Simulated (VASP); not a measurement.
Here is a VASP 6.6.1 calculation.

File INCAR:

```
SYSTEM = PtSe
PREC = Accurate
ENCUT = 600
EDIFF = 1E-7
ISMEAR = -1
SIGMA = 0.05
LREAL = .FALSE.
LASPH = .TRUE.
NELM = 150
ALGO = Normal
ISIF = 3
LWAVE = .FALSE.
LCHARG = .FALSE.
LMAXMIX = 4
LDAU = .TRUE.
LDAUTYPE = 2
LDAUL = 2 -1
LDAUU = 1 0
LDAUJ = 0 0
LDAUPRINT = 1
GGA = PE
IBRION = 2
NSW = 60
EDIFFG = -0.01
```

The input KPOINTS:

```
regular mesh
0
G
  8 8 8
  0 0 0
```

POSCAR

```
PtSe
1.0
    0.0000000000      2.7984111300      2.7984111300
    2.7984111300      0.0000000000      2.7984111300
    2.7984111300      2.7984111300      0.0000000000
Pt Se
1 1
Direct
    0.5000000000      0.5000000000      0.5000000000
    0.0000000000      0.0000000000      0.0000000000
```

Potentials or basis: VASP PAW PBE potentials, release 64 (Pt, Se).

Command:

```bash
$ cat potpaw_PBE.64/Pt/POTCAR potpaw_PBE.64/Se/POTCAR > POTCAR
$ mpirun -np 1 vasp_std > vasp.out
```

What does it give for the relaxed volume?

18.37 Å³/atom.

Estimate the relaxed cell.

a = 3.732 Å, b = 3.732 Å, c = 3.732 Å, α = 60.00°, β = 60.00°, γ = 60.00°.

Estimate the space group after relaxing (to 0.1 Å).

Fm-3m (No. 225).

What does it give for the band gap on the k mesh?

Zero (bands 8 and 9 overlap by 4.36 eV).

The path:
| step | energy change (eV) | largest force (eV/Å) | pressure (GPa) | volume (Å³) |
| --- | --- | --- | --- | --- |
| 1 | 0.0000 | 0.0000 | -14.77 | 43.83 |
| 2 | -0.0926 | 0.0000 | 24.32 | 32.23 |
| 3 | -0.3922 | 0.0000 | -0.47 | 36.88 |
| 4 | -0.3924 | 0.0000 | 0.00 | 36.74 |

Caveat: the volume moved by over 15 % at a fixed basis, so the end points are rough; spin-orbit coupling is left out, which moves the levels of the heavy elements; U without spin polarisation on a metal has little footing.
